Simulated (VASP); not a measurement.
Wanted: the native input for a VASP 6.6.1 run.

| Quantity | Value |
| --- | --- |
| Task | single point |
| Functional | PBE |
| Potentials or basis | VASP PAW PBE potentials, release 64 (Os) |
| Cutoff | 520 eV |
| k mesh | 8 × 8 × 4 |
| Occupations | gaussian, width 0.1 eV |
| Spin | no spin polarisation |
| Dipole correction | no |
| Further INCAR settings | ALGO = Fast; EDIFF = 1e-06; NBANDS = 10 |

The structure of Os lies in POSCAR:

```
Os
1.0
    2.4974163869      0.0000000000      0.0000000000
    0.0000000000      2.4974163869      0.0000000000
    0.0000000000      0.0000000000      2.7123702415
Os
1
Direct
    0.0000000000      0.0000000000      0.5000000000
```

The cell was built from a structure type or drawn by symmetry, and may not be a known phase.

One way to write it, as run:

INCAR

```
PREC = Accurate
ENCUT = 520
EDIFF = 1E-6
ISMEAR = 0
SIGMA = 0.1
LREAL = F
LASPH = T
NELM = 80
ALGO = Fast
ISIF = 2
LWAVE = F
LCHARG = T
GGA = PE
LELF = T
LVHAR = T
NBANDS = 10
```

KPOINTS

```
regular mesh
0
Gamma
  8 8 4
```

Potentials or basis: VASP PAW PBE potentials, release 64 (Os).

Run with:

```sh
$ cat potpaw_PBE.64/Os/POTCAR > POTCAR
$ mpirun -np 1 vasp_std > vasp.out
```

It gave:

| Quantity | Value |
| --- | --- |
| Pressure | -0.4 GPa |
| Band gap on the k mesh | zero (bands 4 and 5 overlap by 5.24 eV) |

Caveat: the k points lie up to 0.58 Å⁻¹ apart, too coarse for converged energies and pressures of a metal; spin-orbit coupling is left out, which moves the levels of the heavy elements.

It took 2.9 s on 1 thread of Intel(R) Xeon(R) 6975P-C (Granite Rapids) (shared host), peak memory 0.12 GiB.
